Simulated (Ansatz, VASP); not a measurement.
Two plane-wave programs on AlNi

```
Al Ni
1.0
     2.08197   -2.08199    0.00000
     2.08197    2.08199    0.00000
     0.00000    0.00000    2.91245
Al Ni
1 1
Direct
  0.00000 0.00000 0.00000
  0.50000 0.50000 0.50000
```

Change from the starting cell: strain +0.030 along x and y, +0.015 along z, atoms carried along.

Alike in both runs: task single point; functional PBEsol; k mesh 20 × 20 × 20; occupations gaussian, width 0.15 eV; no spin polarisation.

|  | VASP | Ansatz |
| --- | --- | --- |
| version | VASP 6.6.1 | Ansatz 0.2.0 |
| potentials or method | VASP PAW PBE potentials, release 64 (Al, Ni), cutoff 520 eV | scalar-relativistic, plane waves, PAW |
| valence electrons in the cell | 13 | 21 |

|  | VASP | Ansatz | Ansatz less VASP |
| --- | --- | --- | --- |
| gap on the k mesh at the Fermi level (eV) | none | none | - |
| pressure (GPa) | -11.0 | -10.9 | +0.15 |
| traceless stress, the component that is largest in VASP (GPa) | 0.48 | 0.47 | -0.013 |

VASP's potentials were made for PBE, not for PBEsol. A gap of «none» marks a metal or a gap that the smearing closes. VASP's potentials hold 13 valence electrons a cell and Ansatz's 21, so a difference there can come from the potentials and not from the codes. Ansatz's warnings: near symmetry operations not taken.
